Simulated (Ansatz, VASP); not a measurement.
ZnGeO2 in VASP and in Ansatz

```xyz
4
Lattice="2.9911 0.0000 0.0000 0.0000 2.9911 0.0000 0.0000 0.0000 7.5684" Properties=species:S:1:pos:R:3 pbc="T T T"
Zn    1.4956    1.4956    0.0000
Ge    1.4956    1.4956    3.7842
O     0.0000    0.0000    0.0000
O     0.0000    0.0000    3.7842
```

Alike in both runs: functional PBE; k mesh 6 × 6 × 4; occupations gaussian, width 0.1 eV; no spin polarisation.

Ansatz relaxed the structure, and its values are those at the end. VASP's run is a single point on that final structure, the one shown.

|  | VASP | Ansatz |
| --- | --- | --- |
| version | VASP 6.6.1 | Ansatz 0.2.0 |
| potentials or method | VASP PAW PBE potentials, release 64 (Zn, Ge_d, O), cutoff 520 eV | scalar-relativistic, plane waves, PAW |
| valence electrons in the cell | 38 | 38 |

|  | VASP | Ansatz | Ansatz less VASP |
| --- | --- | --- | --- |
| gap on the k mesh at the Fermi level (eV) | none | none | - |
| pressure (GPa) | 0.3 | 0.1 | -0.28 |

A gap of «none» marks a metal or a gap that the smearing closes.
